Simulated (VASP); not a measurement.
# Sb (R-3m) in VASP: further runs

Sb is run at these levels: LDA; tasks: single point.

All numbers are computed with VASP 6.6.1; they aren't measurements. Logs are shortened: lines on timing, memory, paths and dates and some standing lists are left out, and cuts for length are marked.

### Step 1. The cell of the first run

Symmetry: R-3m, No. 166, trigonal system. The conventional cell has a = 4.297 Å, b = 4.297 Å, c = 10.968 Å, α = 90.00°, β = 90.00°, γ = 120.00°. Sb (site symmetry 3m) has 6 Sb at 2.90 to 3.28 Å within 3.8 Å.

### Step 2. Single point, LDA

File INCAR:

```
PREC = Accurate
ENCUT = 520
EDIFF = 1E-7
ISMEAR = -1
SIGMA = 0.05
LREAL = F
LASPH = T
NELM = 60
ALGO = Normal
ISIF = 2
LWAVE = F
LCHARG = F
GGA = CA
NBANDS = 12
```

File KPOINTS:

```
Automatic mesh
0
Gamma
  8 8 8
```

File POSCAR:

```
Sb
1.0
    2.1487186906      1.2405633145      3.6559808170
   -2.1487186906      1.2405633145      3.6559808170
    0.0000000000     -2.4811266289      3.6559808170
Sb
2
Direct
    0.7646387302      0.7646387302      0.7646387302
    0.2353612698      0.2353612698      0.2353612698
```

Potentials or basis: VASP PAW LDA potentials, release 64 (Sb).

Started as:

```console
$ cat potpaw_LDA.64/Sb/POTCAR > POTCAR
$ mpirun -np 1 vasp_std > vasp.out
```

OUTCAR:

```text
PREC = Accurate
   ENCUT = 520
   EDIFF = 1E-7
   ISMEAR = -1
   LREAL = F
   LASPH = T
   NELM = 60
   ISIF = 2
   GGA = CA

 ion  position               nearest neighbor table
   1  0.765  0.765  0.765-   2 2.90   2 2.90   2 2.90   2 3.28   2 3.28   2 3.28
   2  0.235  0.235  0.235-   1 2.90   1 2.90   1 2.90   1 3.28   1 3.28   1 3.28

  LATTYP: Found a trigonal (rhomboedric) cell.
 ALAT       =     4.4183916851
 COS(alpha) =     0.5270004877

  Lattice vectors:

 A1 = (   2.1487186906,   1.2405633145,   3.6559808170)
 A2 = (  -2.1487186906,   1.2405633145,   3.6559808170)
 A3 = (   0.0000000000,  -2.4811266289,   3.6559808170)

Analysis of symmetry for initial positions (statically):
=====================================================================
 Subroutine PRICEL returns:
 Original cell was already a primitive cell.

 Routine SETGRP: Setting up the symmetry group for a
 trigonal (rhombohedral) supercell.

 Subroutine GETGRP returns: Found 12 space group operations
 (whereof 12 operations were pure point group operations)
 out of a pool of 12 trial point group operations.

The static configuration has the point symmetry D_3d.

Analysis of symmetry for dynamics (positions and initial velocities):
=====================================================================
 Subroutine PRICEL returns:
 Original cell was already a primitive cell.

 Routine SETGRP: Setting up the symmetry group for a
 trigonal (rhombohedral) supercell.

 Subroutine GETGRP returns: Found 12 space group operations
 (whereof 12 operations were pure point group operations)
 out of a pool of 12 trial point group operations.

The dynamic configuration has the point symmetry D_3d.

 Subroutine INISYM returns: Found 12 space group operations
 (whereof 12 operations are pure point group operations),
 and found     1 'primitive' translations

----------------------------------------------------------------------------------------

                                     Primitive cell

  volume of cell :      58.4728

  direct lattice vectors                    reciprocal lattice vectors
     2.148718691  1.240563314  3.655980817     0.232696817  0.134347570  0.091174804
    -2.148718691  1.240563314  3.655980817    -0.232696817  0.134347570  0.091174804
     0.000000000 -2.481126629  3.655980817     0.000000000 -0.268695140  0.091174804

  length of vectors
     4.418391685  4.418391685  4.418391685     0.283742706  0.283742706  0.283742706

  position of ions in fractional coordinates (direct lattice)
     0.764638730  0.764638730  0.764638730
     0.235361270  0.235361270  0.235361270

  ion indices of the primitive-cell ions
   primitive index   ion index
                 1           1
                 2           2

----------------------------------------------------------------------------------------

 KPOINTS: Automatic mesh

Automatic generation of k-mesh.
 Grid dimensions read from file:
 generate k-points for:    8    8    8

 Generating k-lattice:

  Cartesian coordinates                     Fractional coordinates (reciprocal lattice)
     0.029087102  0.016793446  0.011396850     0.125000000 -0.000000000  0.000000000
    -0.029087102  0.016793446  0.011396850    -0.000000000  0.125000000  0.000000000
     0.000000000 -0.033586892  0.011396850     0.000000000  0.000000000  0.125000000

  Length of vectors
     0.035467838  0.035467838  0.035467838

  Shift w.r.t. Gamma in fractional coordinates (k-lattice)
     0.000000000  0.000000000  0.000000000

 Subroutine IBZKPT returns following result:
 ===========================================

 Found     65 irreducible k-points:

 Following reciprocal coordinates:
            Coordinates               Weight
  0.000000  0.000000  0.000000      1.000000
  0.125000 -0.000000  0.000000      6.000000
  0.250000 -0.000000  0.000000      6.000000
  0.375000  0.000000  0.000000      6.000000
  0.500000 -0.000000  0.000000      3.000000
  0.125000  0.125000  0.000000      6.000000
[... 16 lines left out ...]
  0.250000  0.125000  0.125000      6.000000
  0.375000  0.125000  0.125000      6.000000
 [... further k-points ...]
   k-points           NKPTS =     65   k-points in BZ     NKDIM =     65   number of bands    NBANDS=     12
   number of dos      NEDOS =    301   number of ions     NIONS =      2
   total plane-waves  NPLWV =  46656
   dimension x,y,z NGX =    36 NGY =   36 NGZ =   36
   dimension x,y,z NGXF=    72 NGYF=   72 NGZF=   72
   ions per type =               2
   NGX,Y,Z   is equivalent  to a cutoff of  13.55, 13.55, 13.55 a.u.
   NGXF,Y,Z  is equivalent  to a cutoff of  27.09, 27.09, 27.09 a.u.
 SYSTEM =  unknown system
   PREC   = accura    normal or accurate (medium, high low for compatibility)
   ISTART =      0    job   : 0-new  1-cont  2-samecut
   ICHARG =      2    charge: 1-file 2-atom 10-const
   ISPIN  =      1    spin polarized calculation?
   LNONCOLLINEAR =      F non collinear calculations
   LSORBIT =      F    spin-orbit coupling
   LASPH  =      T    aspherical Exc in radial PAW
   ENCUT  =  520.0 eV  38.22 Ry    6.18 a.u.   8.22  8.22  8.22*2*pi/ulx,y,z
   NELM   =     60;   NELMIN=  2; NELMDL= -5     # of ELM steps
   EDIFF  = 0.1E-06   stopping-criterion for ELM
   LREAL  =      F    real-space projection
   EDIFFG = 0.1E-05   stopping-criterion for IOM
   NSW    =      0    number of steps for IOM
   IBRION =     -1    ionic relax: 0-MD 1-quasi-New 2-CG
   NFREE  =      0    steps in history (QN), initial steepest desc. (CG)
   ISIF   =      2    stress and relaxation
   ISYM   =      2    0-nonsym 1-usesym 2-fastsym
   POTIM  = 0.5000    time-step for ionic-motion
   TEBEG  =    0.0;   TEEND  =   0.0 temperature during run
   PSTRESS=    0.0 pullay stress
   NELECT =      10.0000    total number of electrons
   NUPDOWN=      -1.0000    fix difference up-down
   EMIN   =  10.00;   EMAX   =-10.00  energy-range for DOS
   EFERMI =   0.00;   METHOD = LEGACY
   ISMEAR =    -1;   SIGMA  =   0.05  broadening in eV -4-tet -1-fermi 0-gaus
   EFERMI_NEDOS =   21; number of points for ismear=-14 and -15
   IALGO  =     38    algorithm
   IMIX   =      4    mixing-type and parameters
     AMIX     =   0.40;   BMIX     =  1.00
     AMIX_MAG =   1.60;   BMIX_MAG =  1.00
  volume/ion in A,a.u.               =      29.24       197.30
  Fermi-wavevector in a.u.,A,eV,Ry     =   0.908706  1.717206 11.234976  0.825747
  Thomas-Fermi vector in A             =   2.032664
   LORBIT       =      0    0 simple, 1 ext, 2 COOP (PROOUT), +10 PAW based schemes
   GGA     = CA    functional components
   LHFCALC =     F    Hartree Fock is set to
   AEXX    =    0.0000 exact exchange contribution
   IVDW    =     0    specifies the selected vdW correction
   LEPSILON=     F    determine dielectric tensor
   LRPA    =     F    only Hartree local field effects (RPA)
 non-spin polarized calculation
  energy-cutoff  :      520.00
  volume of cell :       58.47
 maximum number of plane-waves:      1591
 NGX is ok and might be reduce to    36
   NGX = 17   NGY = 17   NGZ = 17

 number of electron      10.0000000 magnetization

 Free energy of the ion-electron system (eV)
  ---------------------------------------------------
  ext. energy  EPLUGINS =         0.00000000
  ---------------------------------------------------
  free energy    TOTEN  =        -9.63524984 eV

  energy without entropy =       -9.63268126  energy(sigma->0) =       -9.63396555

 E-fermi :   7.5423     XC(G=0):  -9.8615

 val. band max:        7.5089236135   @ k =   0.3750   0.2500   0.2500
 cond. band min:       7.5651097864   @ k =   0.3750   0.1250   0.1250
 fundamental gap:      0.0561861728
 Fermi energy:         7.5422750688

 k-point     1 :       0.0000    0.0000    0.0000
  band No.  band energies     occupation
      1      -5.4016      2.00000
      2       2.8377      2.00000
      3       5.5395      2.00000
      4       5.6457      2.00000
      5       5.6457      2.00000
      6       9.7988      0.00000
      7      10.3344      0.00000
      8      10.3344      0.00000
      9      12.4617      0.00000
     10      12.4617      0.00000
     11      12.6758      0.00000
     12      14.0346      0.00000

 k-point     2 :       0.1250   -0.0000    0.0000
  band No.  band energies     occupation
      1      -5.2256      2.00000
      2       2.0238      2.00000
      3       5.5635      2.00000
      4       5.6265      2.00000
      5       6.0433      2.00000
      6       9.5830      0.00000
      7       9.8679      0.00000
      8       9.8792      0.00000
      9      12.0196      0.00000
     10      12.5224      0.00000
     11      12.5871      0.00000
     12      15.1285      0.00000

 k-point     3 :       0.2500   -0.0000    0.0000
  band No.  band energies     occupation
      1      -4.7018      2.00000
      2       0.4692      2.00000
      3       5.6103      2.00000
      4       5.6206      2.00000
      5       6.5421      2.00000
      6       8.7919      0.00000
      7       8.9287      0.00000
      8       8.9559      0.00000
      9      12.4328      0.00000
     10      13.1153      0.00000
     11      13.4336      0.00000
     12      17.2062      0.00000
[... 286 lines left out ...]
 k-point    23 :       0.2500    0.1250    0.1250
  band No.  band energies     occupation
      1      -4.9718      2.00000
      2       1.1867      2.00000
      3       4.7116      2.00000
      4       6.0619      2.00000
      5       7.0100      1.99995
      6       8.6747      0.00000
      7       8.6906      0.00000
      8      10.6125      0.00000
      9      12.1939      0.00000
     10      12.6537      0.00000
     11      13.6621      0.00000
     12      14.9648      0.00000

 k-point    24 :       0.3750    0.1250    0.1250
  band No.  band energies     occupation
      1      -4.3567      2.00000
      2      -0.1000      2.00000
      3       4.1621      2.00000
      4       6.0742      2.00000
      5       7.5651      0.77554
      6       7.7767      0.01823
      7       8.0161      0.00015
      8      10.7032      0.00000
      9      12.4458      0.00000
     10      13.3662      0.00000
     11      14.9805      0.00000
     12      16.3840      0.00000

 [... further k-points ...]
[... 5 lines left out ...]
  --------------------------------------------------------------------------------------
  -------------------------------------------------------------------------------------
  Total        0.1146209      0.1146209      0.0865921      0.0000000      0.0000000      0.0000000
  in kB        3.1406591      3.1406591      2.3726569      0.0000000      0.0000000      0.0000000
  external PRESSURE =       2.8846584 kB  Pullay stress =       0.0000000 kB

 VOLUME and BASIS-vectors are now :
 -----------------------------------------------------------------------------
  energy-cutoff  :      520.00
  volume of cell :       58.47
      direct lattice vectors                 reciprocal lattice vectors
     2.148718691  1.240563314  3.655980817     0.232696817  0.134347570  0.091174804
    -2.148718691  1.240563314  3.655980817    -0.232696817  0.134347570  0.091174804
     0.000000000 -2.481126629  3.655980817     0.000000000 -0.268695140  0.091174804

 POSITION                                       TOTAL-FORCE (eV/Angst)
 -----------------------------------------------------------------------------------
      0.00000      0.00000      8.38651         0.000000     -0.000000     -0.072216
      0.00000      0.00000      2.58143         0.000000      0.000000      0.072216
 -----------------------------------------------------------------------------------
    total drift:                               -0.000000     -0.000000      0.000000

  FREE ENERGIE OF THE ION-ELECTRON SYSTEM (eV)
  ---------------------------------------------------
  free  energy   TOTEN  =        -9.6352498399 eV

  energy  without entropy=       -9.6326812607  energy(sigma->0) =       -9.63396555
```

It took 28 s on 1 thread of Intel Xeon 6975P-C, shared host; peak memory 0.19 GiB.

Results:

* Free energy: -9.6352 eV
* Pressure: 0.3 GPa
* Largest force: 0.072 eV/Å
* Band gap on the k mesh: zero (band 5 reaches 7.57 eV, above the bottom of band 6 at 7.33 eV)

Forces in eV/Å, atoms in the order of the input:
```
Sb   0.000  0.000 -0.072
Sb   0.000  0.000  0.072
```

Stress tensor (GPa, compression positive):
```
0.31 0.00 0.00
0.00 0.31 0.00
0.00 0.00 0.24
```

Levels at points of the mesh, in eV from the Fermi level:
```csv
k point,band 3,band 4,band 5,band 6,band 7,band 8
"(0.00, 0.00, 0.00)",-2.00,-1.90,-1.90,2.26,2.79,2.79
"(0.50, 0.00, 0.00)",-1.86,-1.65,-0.32,-0.21,0.22,0.30
"(0.50, 0.50, 0.00)",-5.67,-3.85,-3.84,1.51,5.10,5.52
"(0.50, 0.50, 0.50)",-1.34,-1.34,-0.54,-0.07,-0.07,0.96
```

Caveat: spin-orbit coupling is left out, which moves the levels of the heavy elements.

### Step 3. Single point, LDA, non-collinear spin, zero start, spin-orbit coupling

This run uses another cell than the first one, of 30.21 Å³/atom, 1.033 times its volume.

File INCAR:

```
SYSTEM = Sb
ALGO     = Normal         ! electronic algorithm
EDIFF    = 1E-6           ! SCF threshold, eV
ENCUT    = 520            ! plane-wave cutoff, eV
GGA      = CA             ! functional
GGA_COMPAT= .FALSE.      
ISIF     = 2              ! what is computed and relaxed
ISMEAR   = -1             ! smearing method
LASPH    = .TRUE.         ! aspherical terms in the spheres
LCHARG   = .TRUE.         ! write CHGCAR
LORBIT   = 11             ! projections on sites
LORBMOM  = .TRUE.       
LREAL    = .FALSE.        ! projectors in reciprocal space
LSORBIT  = .TRUE.         ! spin-orbit coupling
LVHAR    = .TRUE.       
LWAVE    = .FALSE.        ! write WAVECAR
MAGMOM   = 0 0 0 0 0 0    ! initial moments
NBANDS   = 22             ! bands
NELM     = 150            ! most SCF steps
PREC     = Accurate       ! precision mode
SIGMA    = 0.05           ! smearing width, eV
```

File KPOINTS:

```
k-points
0
G
  6 6 6
  0 0 0
```

File POSCAR:

```
Sb
1.0
    2.1542000000      1.2437279499      3.7580000000
   -2.1542000000      1.2437279499      3.7580000000
    0.0000000000     -2.4874558998      3.7580000000
Sb
2
Direct
    0.7665100000      0.7665100000      0.7665100000
    0.2334900000      0.2334900000      0.2334900000
```

Potentials or basis: VASP PAW LDA potentials, release 64 (Sb).

Started as:

```console
$ cat potpaw_LDA.64/Sb/POTCAR > POTCAR
$ mpirun -np 1 vasp_ncl > vasp.out
```

It took 84 s on 1 thread of Intel Xeon 6975P-C, shared host; peak memory 0.31 GiB.

Results (log left out):

| Quantity | Value |
| --- | --- |
| Free energy | -9.7771 eV |
| Pressure | -0.8 GPa |
| Largest force | 0.005 eV/Å |
| Net moment | 0.00 μB per cell |
| Valence electrons inside the program's atomic spheres | Sb 2.42 |

Forces on the atoms (eV/Å):
```
Sb   0.000  0.000  0.005
Sb   0.000  0.000 -0.005
```

Stress tensor (GPa, compression positive):
```
-0.66  0.00  0.00
 0.00 -0.66  0.00
 0.00  0.00 -1.00
```

Moments on the atoms (μB; x, y, z):
```
Sb  0.00 0.00 0.00
Sb  0.00 0.00 0.00
```
